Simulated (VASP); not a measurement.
# LiBr (Fm-3m) in VASP: notebook, part 2 of 3

VASP 6.6.1. The steps go on from the part before.

### Step 3. Vibrations by perturbation theory, PBEsol

This run uses another cell than the first one, of 16.46 Å³/atom.

Input file INCAR:

```
SYSTEM = LiBr
  ALGO = Normal
  EDIFF = 1E-8
  ENCUT = 750
  GGA = PS
  GGA_COMPAT = .False.
  IBRION = 8
  ISIF = 2
  ISMEAR = 0
  LASPH = .True.
  LCHARG = .False.
  LEPSILON = .True.
  LREAL = .False.
  LWAVE = .False.
  NBANDS = 12
  NELM = 120
  NSW = 1
  PREC = Accurate
  SIGMA = 0.01
```

Input file KPOINTS:

```
k-points
0
Gamma
  8 8 8
  0 0 0
```

Input file POSCAR:

```
LiBr
1.0
    0.0000000000      2.5439737187      2.5439737187
    2.5439737187      0.0000000000      2.5439737187
    2.5439737187      2.5439737187      0.0000000000
Li Br
1 1
Direct
    0.0000000000      0.0000000000      0.0000000000
    0.5000000000      0.5000000000      0.5000000000
```

Potentials or basis: VASP PAW PBE potentials, release 64 (Li_sv, Br).

Command:

```console
$ cat potpaw_PBE.64/Li_sv/POTCAR potpaw_PBE.64/Br/POTCAR > POTCAR
$ mpirun -np 1 vasp_std > vasp.out
```

OUTCAR:

```text
SYSTEM = LiBr
   EDIFF = 1E-8
   ENCUT = 750
   GGA = PS
   IBRION = 8
   ISIF = 2
   ISMEAR = 0
   LASPH = .True.
   LEPSILON = .True.
   LREAL = .False.
   NELM = 120
   NSW = 1
   PREC = Accurate

 ion  position               nearest neighbor table
   1  0.000  0.000  0.000-   2 2.54   2 2.54   2 2.54   2 2.54   2 2.54   2 2.54
   2  0.500  0.500  0.500-   1 2.54   1 2.54   1 2.54   1 2.54   1 2.54   1 2.54

  LATTYP: Found a face centered cubic cell.
 ALAT       =     5.0879474374

  Lattice vectors:

 A1 = (   0.0000000000,   2.5439737187,   2.5439737187)
 A2 = (   2.5439737187,   0.0000000000,   2.5439737187)
 A3 = (   2.5439737187,   2.5439737187,   0.0000000000)

Analysis of symmetry for initial positions (statically):
=====================================================================
 Subroutine PRICEL returns:
 Original cell was already a primitive cell.

 Routine SETGRP: Setting up the symmetry group for a
 face centered cubic supercell.

 Subroutine GETGRP returns: Found 48 space group operations
 (whereof 48 operations were pure point group operations)
 out of a pool of 48 trial point group operations.

The static configuration has the point symmetry O_h .

Analysis of symmetry for dynamics (positions and initial velocities):
=====================================================================
 Subroutine PRICEL returns:
 Original cell was already a primitive cell.

 Routine SETGRP: Setting up the symmetry group for a
 face centered cubic supercell.

 Subroutine GETGRP returns: Found 48 space group operations
 (whereof 48 operations were pure point group operations)
 out of a pool of 48 trial point group operations.

The dynamic configuration has the point symmetry O_h .

 Subroutine INISYM returns: Found 48 space group operations
 (whereof 48 operations are pure point group operations),
 and found     1 'primitive' translations

----------------------------------------------------------------------------------------

                                     Primitive cell

  volume of cell :      32.9282

  direct lattice vectors                    reciprocal lattice vectors
     0.000000000  2.543973719  2.543973719    -0.196542911  0.196542911  0.196542911
     2.543973719  0.000000000  2.543973719     0.196542911 -0.196542911  0.196542911
     2.543973719  2.543973719  0.000000000     0.196542911  0.196542911 -0.196542911

  length of vectors
     3.597722135  3.597722135  3.597722135     0.340422308  0.340422308  0.340422308

  position of ions in fractional coordinates (direct lattice)
     0.000000000  0.000000000  0.000000000
[... 551 lines left out ...]
    -0.00018  0.00000 -0.00000
     0.00000 -0.00018  0.00000
    -0.00000  0.00000 -0.00025

--------------------------------------- Ionic step        4  -------------------------------------------

------------------------ aborting loop because EDIFF is reached ----------------------------------------

[... ionic steps 5 to 6 ...]

--------------------------------------- Ionic step        7  -------------------------------------------

 Free energy of the ion-electron system (eV)
  ---------------------------------------------------
  ---------------------------------------------------
  free energy    TOTEN  =        -0.13388219 eV

  energy without entropy =       -0.13388219

------------------------ aborting loop because EDIFF is reached ----------------------------------------

 INTERNAL STRAIN TENSOR  FOR ION    2  DIRECTION 1   (eV/Angst):
 -----------------------------------------------------------------------------
     0.00038  0.00000  0.00000
    -0.00000  0.01288  0.00000
    -0.00000  0.00000  0.01288

 MACROSCOPIC STATIC DIELECTRIC TENSOR (including local field effects in DFT)
 ------------------------------------------------------
           3.960437     0.000000     0.000000
          -0.000000     3.960437     0.000000
          -0.000000    -0.000000     3.960437
 ------------------------------------------------------

 PIEZOELECTRIC TENSOR (including local field effects)  for field in x, y, z        (e  Angst)
          XX          YY          ZZ          XY          YZ          ZX
  --------------------------------------------------------------------------------
  x     0.00000     0.00000     0.00000     0.00000     0.00000     0.00000
  y     0.00000     0.00000     0.00000     0.00000     0.00000     0.00000
  z     0.00000     0.00000     0.00000     0.00000     0.00000     0.00000

 PIEZOELECTRIC TENSOR (including local field effects)  for field in x, y, z        (C/m^2)
          XX          YY          ZZ          XY          YZ          ZX
  --------------------------------------------------------------------------------
  x     0.00000     0.00000     0.00000     0.00000     0.00000     0.00000
  y     0.00000     0.00000     0.00000     0.00000     0.00000     0.00000
  z     0.00000     0.00000     0.00000     0.00000     0.00000     0.00000

 BORN EFFECTIVE CHARGES (including local field effects) (in |e|, cummulative output)
 ---------------------------------------------------------------------------------
 ion    1
    1     1.17066    -0.00000    -0.00000
    2     0.00000     1.17066    -0.00000
    3     0.00000    -0.00000     1.17066
 ion    2
    1    -1.17066     0.00000     0.00000
    2    -0.00000    -1.17066     0.00000
    3     0.00000     0.00000    -1.17066

 INTERNAL STRAIN TENSOR FOR ION    2 for displacements in x,y,z  (eV/Angst):
          X           Y           Z          XY          YZ          ZX
  --------------------------------------------------------------------------------
  x     0.00000     0.00000     0.00000     0.00000     0.00000     0.00000
  y     0.00000     0.00000     0.00000     0.00000     0.00000     0.00000
  z     0.00000     0.00000     0.00000     0.00000     0.00000     0.00000

 SECOND DERIVATIVES (NOT SYMMETRIZED)
 ------------------------------------
               1X          1Y          1Z          2X          2Y          2Z
  1X    -1.993302    0.000000    0.000000    1.993302    0.000000    0.000000
  1Y     0.000000   -1.993302    0.000000    0.000000    1.993302    0.000000
  1Z     0.000000    0.000000   -1.993302    0.000000    0.000000    1.993302
  2X     2.003713    0.000000    0.000000   -2.003713    0.000000    0.000000
  2Y     0.000000    2.003713    0.000000    0.000000   -2.003713    0.000000
  2Z     0.000000    0.000000    2.003713    0.000000    0.000000   -2.003713

 Eigenvectors and eigenvalues of the dynamical matrix
 ----------------------------------------------------

   1 f  =    8.696218 THz    54.639949 2PiTHz  290.074611 cm-1    35.964652 meV
             X         Y         Z           dx          dy          dz
      0.000000  0.000000  0.000000     0.000000    0.958623    0.000000
      2.543974  2.543974  2.543974     0.000000   -0.284679    0.000000
[... 21 lines left out ...]
   6 f/i=    0.006182 THz     0.038842 2PiTHz    0.206205 cm-1     0.025566 meV
             X         Y         Z           dx          dy          dz
      0.000000  0.000000  0.000000     0.000000   -0.045922    0.280951
      2.543974  2.543974  2.543974     0.000000   -0.154636    0.946068

--------------------------------------------------------------------------------------------------------

 MACROSCOPIC STATIC DIELECTRIC TENSOR IONIC CONTRIBUTION
 ------------------------------------------------------
           3.768380     0.000000    -0.000000
           0.000000     3.768380    -0.000000
          -0.000000    -0.000000     3.768380
 ------------------------------------------------------

 ELASTIC MODULI CONTR FROM IONIC RELAXATION (kBar)
 Direction    XX          YY          ZZ          XY          YZ          ZX
 --------------------------------------------------------------------------------
 XX           0.0000      0.0000      0.0000      0.0000      0.0000      0.0000
 YY           0.0000      0.0000      0.0000      0.0000      0.0000      0.0000
 ZZ           0.0000      0.0000      0.0000      0.0000      0.0000      0.0000
 XY           0.0000      0.0000      0.0000      0.0000      0.0000      0.0000
 YZ           0.0000      0.0000      0.0000      0.0000      0.0000      0.0000
 ZX           0.0000      0.0000      0.0000      0.0000      0.0000      0.0000
 --------------------------------------------------------------------------------

 PIEZOELECTRIC TENSOR IONIC CONTR  for field in x, y, z        (C/m^2)
          XX          YY          ZZ          XY          YZ          ZX
  --------------------------------------------------------------------------------
  x     0.00000     0.00000     0.00000     0.00000     0.00000     0.00000
  y     0.00000     0.00000     0.00000     0.00000     0.00000     0.00000
  z     0.00000     0.00000     0.00000     0.00000     0.00000     0.00000
```

stdout:

```text
POSCAR found type information on POSCAR LiBr
 POSCAR found :  2 types and       2 ions
 scaLAPACK will be used
 -----------------------------------------------------------------------------
|                                                                             |
|                                                                             |
|     You enforced a specific xc type in the INCAR file but a different       |
[... 39 lines left out ...]
 force on displaced ion       1 direction 1 :  -1.993   0.000   0.000
 Born effective charge ion    1 direction 1 :   1.170   0.000   0.000
 Linear response progress:
 first order change of Fermi-energy   0.12679E-03
 force on displaced ion       2 direction 1 :  -2.004   0.000   0.000
 Born effective charge ion    2 direction 1 :  -1.173   0.000   0.000
 Born effective charges drift removed
 Linear response finished
```

Run time: 15 min. Hardware: 1 thread of Intel Xeon 8259CL, shared host; peak memory 0.28 GiB.

What came out:

```yaml
Electronic_dielectric_tensor_diagonal: 3.96
Born_charges_mean_of_the_diagonal: Li +1.17; Br -1.17 e
Highest_phonon_frequency_at_Γ_LO-TO_splitting_left_out: 290 cm⁻¹
```

Phonon frequencies in cm⁻¹ (negative: imaginary):
| q point | frequencies |
| --- | --- |
| (0.000, 0.000, 0.000) | 0 0 0 290 290 290 |

Electronic dielectric tensor:
```
3.96 0.00 0.00
0.00 3.96 0.00
0.00 0.00 3.96
```

Born effective charge tensors (e):
atom 1, Li
```
1.17 0.00 0.00
0.00 1.17 0.00
0.00 0.00 1.17
```
atom 2, Br
```
-1.17  0.00  0.00
 0.00 -1.17  0.00
 0.00  0.00 -1.17
```

Caveat: the cell stands under pressure or tension, which shifts response properties; the PAW data sets were made with another functional, which shifts forces and pressure a little.

### Step 4. Vibrations by perturbation theory, PBEsol

This run uses another cell than the first one, of 18.17 Å³/atom.

Input file INCAR:

```
PREC = Accurate
ENCUT = 750
EDIFF = 1E-8
ISMEAR = 0
SIGMA = 0.01
LREAL = False
LASPH = True
NELM = 120
ALGO = Normal
ISIF = 2
LWAVE = False
LCHARG = False
GGA = PS
NBANDS = 12
IBRION = 8
NSW = 1
LEPSILON = True
GGA_COMPAT = False
```

Input file KPOINTS:

```
regular mesh
0
Gamma
  8 8 8
```

Input file POSCAR:

```
LiBr
1.0
    0.0000000000      2.6289389158      2.6289389158
    2.6289389158      0.0000000000      2.6289389158
    2.6289389158      2.6289389158      0.0000000000
Li Br
1 1
Direct
    0.0000000000      0.0000000000      0.0000000000
    0.5000000000      0.5000000000      0.5000000000
```

Potentials or basis: VASP PAW PBE potentials, release 64 (Li_sv, Br).

Command:

```console
$ cat potpaw_PBE.64/Li_sv/POTCAR potpaw_PBE.64/Br/POTCAR > POTCAR
$ mpirun -np 1 vasp_std > vasp.out
```

OUTCAR:

```text
PREC = Accurate
   ENCUT = 750
   EDIFF = 1E-8
   ISMEAR = 0
   LREAL = False
   LASPH = True
   NELM = 120
   ISIF = 2
   GGA = PS
   IBRION = 8
   NSW = 1
   LEPSILON = True

 ion  position               nearest neighbor table
   1  0.000  0.000  0.000-   2 2.63   2 2.63   2 2.63   2 2.63   2 2.63   2 2.63
   2  0.500  0.500  0.500-   1 2.63   1 2.63   1 2.63   1 2.63   1 2.63   1 2.63

  LATTYP: Found a face centered cubic cell.
 ALAT       =     5.2578778316

  Lattice vectors:

 A1 = (   0.0000000000,   2.6289389158,   2.6289389158)
 A2 = (   2.6289389158,   0.0000000000,   2.6289389158)
 A3 = (   2.6289389158,   2.6289389158,   0.0000000000)

Analysis of symmetry for initial positions (statically):
=====================================================================
 Subroutine PRICEL returns:
 Original cell was already a primitive cell.

 Routine SETGRP: Setting up the symmetry group for a
 face centered cubic supercell.

 Subroutine GETGRP returns: Found 48 space group operations
 (whereof 48 operations were pure point group operations)
 out of a pool of 48 trial point group operations.

The static configuration has the point symmetry O_h .

Analysis of symmetry for dynamics (positions and initial velocities):
=====================================================================
 Subroutine PRICEL returns:
 Original cell was already a primitive cell.

 Routine SETGRP: Setting up the symmetry group for a
 face centered cubic supercell.

[... 620 lines left out ...]

 PIEZOELECTRIC TENSOR (including local field effects)  for field in x, y, z        (C/m^2)
          XX          YY          ZZ          XY          YZ          ZX
  --------------------------------------------------------------------------------
  x     0.00000     0.00000     0.00000     0.00000     0.00000     0.00000
  y     0.00000     0.00000     0.00000     0.00000     0.00000     0.00000
  z     0.00000     0.00000     0.00000     0.00000     0.00000     0.00000

 BORN EFFECTIVE CHARGES (including local field effects) (in |e|, cummulative output)
 ---------------------------------------------------------------------------------
 ion    1
    1     1.20070    -0.00000    -0.00000
    2     0.00000     1.20070    -0.00000
    3     0.00000    -0.00000     1.20070
 ion    2
    1    -1.20070     0.00000     0.00000
    2    -0.00000    -1.20070     0.00000
    3     0.00000     0.00000    -1.20070

 INTERNAL STRAIN TENSOR FOR ION    2 for displacements in x,y,z  (eV/Angst):
          X           Y           Z          XY          YZ          ZX
  --------------------------------------------------------------------------------
  x     0.00000     0.00000     0.00000     0.00000     0.00000     0.00000
  y     0.00000     0.00000     0.00000     0.00000     0.00000     0.00000
  z     0.00000     0.00000     0.00000     0.00000     0.00000     0.00000

 SECOND DERIVATIVES (NOT SYMMETRIZED)
 ------------------------------------
               1X          1Y          1Z          2X          2Y          2Z
  1X    -1.271277    0.000000    0.000000    1.271277    0.000000    0.000000
  1Y     0.000000   -1.271277    0.000000    0.000000    1.271277    0.000000
  1Z     0.000000    0.000000   -1.271277    0.000000    0.000000    1.271277
  2X     1.265385    0.000000    0.000000   -1.265385    0.000000    0.000000
  2Y     0.000000    1.265385    0.000000    0.000000   -1.265385    0.000000
  2Z     0.000000    0.000000    1.265385    0.000000    0.000000   -1.265385

 Eigenvectors and eigenvalues of the dynamical matrix
 ----------------------------------------------------

   1 f  =    6.942107 THz    43.618543 2PiTHz  231.563755 cm-1    28.710234 meV
             X         Y         Z           dx          dy          dz
      0.000000  0.000000  0.000000     0.000000    0.959004    0.000000
      2.628939  2.628939  2.628939     0.000000   -0.283392    0.000000
[... 21 lines left out ...]
   6 f/i=    0.004382 THz     0.027532 2PiTHz    0.146162 cm-1     0.018122 meV
             X         Y         Z           dx          dy          dz
      0.000000  0.000000  0.000000     0.000000   -0.283392    0.000000
      2.628939  2.628939  2.628939     0.000000   -0.959004    0.000000

--------------------------------------------------------------------------------------------------------

 MACROSCOPIC STATIC DIELECTRIC TENSOR IONIC CONTRIBUTION
 ------------------------------------------------------
           5.660139     0.000000     0.000000
           0.000000     5.660139    -0.000000
           0.000000    -0.000000     5.660139
 ------------------------------------------------------

 ELASTIC MODULI CONTR FROM IONIC RELAXATION (kBar)
 Direction    XX          YY          ZZ          XY          YZ          ZX
 --------------------------------------------------------------------------------
 XX           0.0000      0.0000      0.0000      0.0000      0.0000      0.0000
 YY           0.0000      0.0000      0.0000      0.0000      0.0000      0.0000
 ZZ           0.0000      0.0000      0.0000      0.0000      0.0000      0.0000
 XY           0.0000      0.0000      0.0000      0.0000      0.0000      0.0000
 YZ           0.0000      0.0000      0.0000      0.0000      0.0000      0.0000
 ZX           0.0000      0.0000      0.0000      0.0000      0.0000      0.0000
 --------------------------------------------------------------------------------

 PIEZOELECTRIC TENSOR IONIC CONTR  for field in x, y, z        (C/m^2)
          XX          YY          ZZ          XY          YZ          ZX
  --------------------------------------------------------------------------------
  x     0.00000     0.00000     0.00000     0.00000     0.00000     0.00000
  y     0.00000     0.00000     0.00000     0.00000     0.00000     0.00000
  z     0.00000     0.00000     0.00000     0.00000     0.00000     0.00000
```

stdout:

```text
POSCAR found type information on POSCAR LiBr
 POSCAR found :  2 types and       2 ions
 scaLAPACK will be used
 -----------------------------------------------------------------------------
|                                                                             |
|                                                                             |
|     You enforced a specific xc type in the INCAR file but a different       |
[... 39 lines left out ...]
 force on displaced ion       1 direction 1 :  -1.271   0.000   0.000
 Born effective charge ion    1 direction 1 :   1.200   0.000   0.000
 Linear response progress:
 first order change of Fermi-energy   0.16475E-02
 force on displaced ion       2 direction 1 :  -1.265   0.000   0.000
 Born effective charge ion    2 direction 1 :  -1.202   0.000   0.000
 Born effective charges drift removed
 Linear response finished
```

Wall time 23 min (1 thread of Intel Xeon 8259CL, shared host); peak memory 0.33 GiB.

What came out:

```
Electronic dielectric tensor (diagonal)                 : 3.75
Born charges (mean of the diagonal)                     : Li +1.20; Br -1.20 e
Highest phonon frequency at Γ, LO-TO splitting left out : 232 cm⁻¹
```

Phonon frequencies in cm⁻¹ (negative: imaginary):
```csv
q point,frequencies
"(0.000, 0.000, 0.000)",0 0 0 232 232 232
```

Electronic dielectric tensor:
```
3.75 0.00 0.00
0.00 3.75 0.00
0.00 0.00 3.75
```

Born effective charge tensors (e):
atom 1, Li
```
1.20 0.00 0.00
0.00 1.20 0.00
0.00 0.00 1.20
```
atom 2, Br
```
-1.20  0.00  0.00
 0.00 -1.20  0.00
 0.00  0.00 -1.20
```

Caveat: the cell stands under pressure or tension, which shifts response properties; the PAW data sets were made with another functional, which shifts forces and pressure a little.

(Part 2 of 3 ends here.)
